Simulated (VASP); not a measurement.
# I (Fmmm) in VASP: settings compared

I is run at these levels: PBE, PBE+D4, PBEsol+D3(BJ); tasks: single point.

All numbers are computed with VASP 6.6.1; they aren't measurements. Logs are shortened: lines on timing, memory, paths and dates and some standing lists are left out, and cuts for length are marked.

### 1 The cell of the first run

Symmetry: Fmmm, No. 69, orthorhombic system. Conventional cell: a = 4.573 Å, b = 4.583 Å, c = 9.170 Å, α = 90.00°, β = 90.00°, γ = 90.00°. Within 4.3 Å of I (site symmetry mmm) lie 4 I at 3.24 Å.

### 2 Single point, PBE

The input, INCAR:

```
PREC     = Accurate       # precision mode
ENCUT    = 520            # plane-wave cutoff, eV
EDIFF    = 1E-7           # SCF threshold, eV
ISMEAR   = -1             # smearing method
SIGMA    = 0.05           # smearing width, eV
LREAL    = False          # projectors in reciprocal space
LASPH    = True           # aspherical terms in the spheres
NELM     = 80             # most SCF steps
ALGO     = Normal         # electronic algorithm
ISIF     = 2              # what is computed and relaxed
LWAVE    = False          # write WAVECAR
LCHARG   = False          # write CHGCAR
GGA      = PE             # functional
NBANDS   = 10             # bands
```

The input, KPOINTS:

```
regular mesh
0
Gamma
  9 9 9
```

The input, POSCAR:

```
I
1.0
    0.0000000000      2.2866345573      4.5849227358
    2.2913283385      0.0000000000      4.5849227358
    2.2913283385      2.2866345573      0.0000000000
I
1
Direct
    0.0000000000      0.0000000000      0.0000000000
```

Potentials or basis: VASP PAW PBE potentials, release 64 (I).

Started as:

```console
cat potpaw_PBE.64/I/POTCAR > POTCAR
mpirun -np 1 vasp_std > vasp.out
```

OUTCAR:

```text
PREC = Accurate
   ENCUT = 520
   EDIFF = 1E-7
   ISMEAR = -1
   LREAL = False
   LASPH = True
   NELM = 80
   ISIF = 2
   GGA = PE

 ion  position               nearest neighbor table
   1  0.000  0.000  0.000-

  LATTYP: Found a face centered orthorhombic cell.
 ALAT       =     4.5732691146
 B/A-ratio  =     1.0020527028
 C/A-ratio  =     2.0050964074

  Lattice vectors:

 A1 = (   2.2913283385,   0.0000000000,  -4.5849227358)
 A2 = (   0.0000000000,   2.2866345573,  -4.5849227358)
 A3 = (   2.2913283385,   2.2866345573,   0.0000000000)

Analysis of symmetry for initial positions (statically):
=====================================================================
 Subroutine PRICEL returns:
 Original cell was already a primitive cell.

 Routine SETGRP: Setting up the symmetry group for a
 face centered orthorhombic supercell.

 Subroutine GETGRP returns: Found  8 space group operations
 (whereof  8 operations were pure point group operations)
 out of a pool of  8 trial point group operations.

The static configuration has the point symmetry D_2h.

Analysis of symmetry for dynamics (positions and initial velocities):
=====================================================================
 Subroutine PRICEL returns:
 Original cell was already a primitive cell.

 Routine SETGRP: Setting up the symmetry group for a
 face centered orthorhombic supercell.

 Subroutine GETGRP returns: Found  8 space group operations
 (whereof  8 operations were pure point group operations)
 out of a pool of  8 trial point group operations.

The dynamic configuration has the point symmetry D_2h.

 Subroutine INISYM returns: Found  8 space group operations
 (whereof  8 operations are pure point group operations),
 and found     1 'primitive' translations

----------------------------------------------------------------------------------------

                                     Primitive cell

  volume of cell :      48.0448

  direct lattice vectors                    reciprocal lattice vectors
     0.000000000  2.286634557  4.584922736    -0.218214034  0.218661963  0.109053092
     2.291328339  0.000000000  4.584922736     0.218214034 -0.218661963  0.109053092
     2.291328339  2.286634557  0.000000000     0.218214034  0.218661963 -0.109053092

  length of vectors
     5.123496276  5.125592848  3.237110309     0.327601885  0.327601885  0.327601885

  position of ions in fractional coordinates (direct lattice)
     0.000000000  0.000000000  0.000000000

  ion indices of the primitive-cell ions
   primitive index   ion index
                 1           1

----------------------------------------------------------------------------------------

 KPOINTS: regular mesh

Automatic generation of k-mesh.
 Grid dimensions read from file:
 generate k-points for:    9    9    9

 Generating k-lattice:

  Cartesian coordinates                     Fractional coordinates (reciprocal lattice)
    -0.024246004  0.024295774  0.012117010     0.111111111  0.000000000  0.000000000
     0.024246004 -0.024295774  0.012117010     0.000000000  0.111111111  0.000000000
     0.024246004  0.024295774 -0.012117010    -0.000000000 -0.000000000  0.111111111

  Length of vectors
     0.036400209  0.036400209  0.036400209

  Shift w.r.t. Gamma in fractional coordinates (k-lattice)
     0.000000000  0.000000000  0.000000000

 Subroutine IBZKPT returns following result:
 ===========================================

 Found    125 irreducible k-points:

 Following reciprocal coordinates:
            Coordinates               Weight
  0.000000  0.000000  0.000000      1.000000
  0.111111  0.000000  0.000000      8.000000
  0.222222  0.000000  0.000000      8.000000
  0.333333  0.000000  0.000000      8.000000
  0.444444  0.000000  0.000000      8.000000
  0.111111  0.111111  0.000000      2.000000
[... 16 lines left out ...]
 -0.333333  0.333333  0.000000      4.000000
  0.444444  0.444444  0.000000      2.000000
 [... further k-points ...]
   k-points           NKPTS =    125   k-points in BZ     NKDIM =    125   number of bands    NBANDS=     10
   number of dos      NEDOS =    301   number of ions     NIONS =      1
   total plane-waves  NPLWV =  38400
   dimension x,y,z NGX =    40 NGY =   40 NGZ =   24
   dimension x,y,z NGXF=    80 NGYF=   80 NGZF=   48
   ions per type =               1
   NGX,Y,Z   is equivalent  to a cutoff of  12.98, 12.97, 12.33 a.u.
   NGXF,Y,Z  is equivalent  to a cutoff of  25.96, 25.95, 24.65 a.u.
 SYSTEM =  unknown system
   PREC   = accura    normal or accurate (medium, high low for compatibility)
   ISTART =      0    job   : 0-new  1-cont  2-samecut
   ICHARG =      2    charge: 1-file 2-atom 10-const
   ISPIN  =      1    spin polarized calculation?
   LNONCOLLINEAR =      F non collinear calculations
   LSORBIT =      F    spin-orbit coupling
   LASPH  =      T    aspherical Exc in radial PAW
   ENCUT  =  520.0 eV  38.22 Ry    6.18 a.u.   9.53  9.53  6.02*2*pi/ulx,y,z
   NELM   =     80;   NELMIN=  2; NELMDL= -5     # of ELM steps
   EDIFF  = 0.1E-06   stopping-criterion for ELM
   LREAL  =      F    real-space projection
   EDIFFG = 0.1E-05   stopping-criterion for IOM
   NSW    =      0    number of steps for IOM
   IBRION =     -1    ionic relax: 0-MD 1-quasi-New 2-CG
   NFREE  =      0    steps in history (QN), initial steepest desc. (CG)
   ISIF   =      2    stress and relaxation
   ISYM   =      2    0-nonsym 1-usesym 2-fastsym
   POTIM  = 0.5000    time-step for ionic-motion
   TEBEG  =    0.0;   TEEND  =   0.0 temperature during run
   PSTRESS=    0.0 pullay stress
   NELECT =       7.0000    total number of electrons
   NUPDOWN=      -1.0000    fix difference up-down
   EMIN   =  10.00;   EMAX   =-10.00  energy-range for DOS
   EFERMI =   0.00;   METHOD = LEGACY
   ISMEAR =    -1;   SIGMA  =   0.05  broadening in eV -4-tet -1-fermi 0-gaus
   EFERMI_NEDOS =   21; number of points for ismear=-14 and -15
   IALGO  =     38    algorithm
   IMIX   =      4    mixing-type and parameters
     AMIX     =   0.40;   BMIX     =  1.00
     AMIX_MAG =   1.60;   BMIX_MAG =  1.00
  volume/ion in A,a.u.               =      48.04       324.22
  Fermi-wavevector in a.u.,A,eV,Ry     =   0.861441  1.627887 10.096617  0.742080
  Thomas-Fermi vector in A             =   1.979095
   LORBIT       =      0    0 simple, 1 ext, 2 COOP (PROOUT), +10 PAW based schemes
   GGA     = PE    functional components
   LHFCALC =     F    Hartree Fock is set to
   AEXX    =    0.0000 exact exchange contribution
   IVDW    =     0    specifies the selected vdW correction
   LEPSILON=     F    determine dielectric tensor
   LRPA    =     F    only Hartree local field effects (RPA)
 non-spin polarized calculation
  energy-cutoff  :      520.00
  volume of cell :       48.04
 maximum number of plane-waves:      1312
 NGX is ok and might be reduce to    40
   NGX = 19   NGY = 19   NGZ = 13

 number of electron       7.0000001 magnetization

 Free energy of the ion-electron system (eV)
  ---------------------------------------------------
  ext. energy  EPLUGINS =         0.00000000
  ---------------------------------------------------
  free energy    TOTEN  =        -1.40416788 eV

  energy without entropy =       -1.39843786  energy(sigma->0) =       -1.40130287

 E-fermi :   2.0938     XC(G=0):  -7.3872

 val. band max:        1.9137551946   @ k =   0.0000   0.1111   0.1111
 cond. band min:       2.1350831792   @ k =  -0.3333   0.4444   0.1111
 fundamental gap:      0.2213279846
 Fermi energy:         2.0937840255

 k-point     1 :       0.0000    0.0000    0.0000
  band No.  band energies     occupation
      1     -11.6295      2.00000
      2      -0.4704      2.00000
      3       2.8691      0.00000
      4       2.8770      0.00000
      5       6.1116      0.00000
      6       9.3480      0.00000
      7       9.9398      0.00000
      8      14.6303      0.00000
      9      14.8124      0.00000
     10      14.8202      0.00000

 k-point     2 :       0.1111    0.0000    0.0000
  band No.  band energies     occupation
      1     -11.5088      2.00000
      2      -0.3975      2.00000
      3       1.7993      1.99448
      4       2.9680      0.00000
      5       6.3954      0.00000
      6       9.7130      0.00000
      7      11.0480      0.00000
      8      12.3180      0.00000
      9      14.9828      0.00000
     10      15.4063      0.00000

 k-point     3 :       0.2222    0.0000    0.0000
  band No.  band energies     occupation
      1     -11.1732      2.00000
      2      -0.2345      2.00000
      3      -0.0860      2.00000
      4       3.2228      0.00000
      5       7.1060      0.00000
      6      10.1016      0.00000
      7      10.2650      0.00000
      8      13.7519      0.00000
      9      15.4535      0.00000
     10      15.9153      0.00000

 k-point     4 :       0.3333    0.0000    0.0000
  band No.  band energies     occupation
      1     -10.7204      2.00000
      2      -1.8436      2.00000
      3       0.0966      2.00000
      4       3.5433      0.00000
      5       7.6057      0.00000
      6       9.4026      0.00000
      7      10.7157      0.00000
      8      14.6737      0.00000
      9      14.9113      0.00000
     10      15.7377      0.00000
[... 222 lines left out ...]
 k-point    22 :      -0.4444    0.3333    0.0000
  band No.  band energies     occupation
      1     -11.1256      2.00000
      2      -0.8806      2.00000
      3      -0.1742      2.00000
      4       3.1833      0.00000
      5       9.5243      0.00000
      6       9.9266      0.00000
      7      12.7894      0.00000
      8      13.0666      0.00000
      9      14.2415      0.00000
     10      15.7909      0.00000

 k-point    23 :      -0.3333    0.3333    0.0000
  band No.  band energies     occupation
      1     -10.6884      2.00000
      2      -1.8704      2.00000
      3      -0.3649      2.00000
      4       3.5183      0.00000
      5       8.5455      0.00000
      6      10.5312      0.00000
      7      12.0736      0.00000
      8      13.8184      0.00000
      9      14.1915      0.00000
     10      14.7012      0.00000

 k-point    24 :       0.4444    0.4444    0.0000
  band No.  band energies     occupation
      1     -11.5680      2.00000
      2      -1.3817      2.00000
      3       2.8160      0.00000
      4       2.8240      0.00000
      5       9.1771      0.00000
      6       9.6065      0.00000
      7      10.0582      0.00000
      8      13.1604      0.00000
      9      16.2029      0.00000
     10      16.2101      0.00000

 [... further k-points ...]
[... 5 lines left out ...]
  --------------------------------------------------------------------------------------
  -------------------------------------------------------------------------------------
  Total       -0.0130366     -0.0121183      0.0016058     -0.0000000      0.0000000      0.0000000
  in kB       -0.4347407     -0.4041153      0.0535493     -0.0000000      0.0000000      0.0000000
  external PRESSURE =      -0.2617689 kB  Pullay stress =       0.0000000 kB

 VOLUME and BASIS-vectors are now :
 -----------------------------------------------------------------------------
  energy-cutoff  :      520.00
  volume of cell :       48.04
      direct lattice vectors                 reciprocal lattice vectors
     0.000000000  2.286634557  4.584922736    -0.218214034  0.218661963  0.109053092
     2.291328339  0.000000000  4.584922736     0.218214034 -0.218661963  0.109053092
     2.291328339  2.286634557  0.000000000     0.218214034  0.218661963 -0.109053092

 POSITION                                       TOTAL-FORCE (eV/Angst)
 -----------------------------------------------------------------------------------
      0.00000      0.00000      0.00000         0.000000      0.000000      0.000000
 -----------------------------------------------------------------------------------
    total drift:                                0.000000     -0.000000     -0.000000

  FREE ENERGIE OF THE ION-ELECTRON SYSTEM (eV)
  ---------------------------------------------------
  free  energy   TOTEN  =        -1.4041678786 eV

  energy  without entropy=       -1.3984378565  energy(sigma->0) =       -1.40130287
```

It took 40 s on 1 thread of Intel Xeon 6975P-C, shared host; peak memory 0.22 GiB.

What came out:

| Item | Value |
| --- | --- |
| Free energy | -1.4042 eV |
| Pressure | 0.0 GPa |

Caveat: spin-orbit coupling is left out, which moves the levels of the heavy elements; an odd number of electrons without spin polarisation forces a metal; a magnetic or distorted state may lie lower.

(Continued in part 2 of 2.)
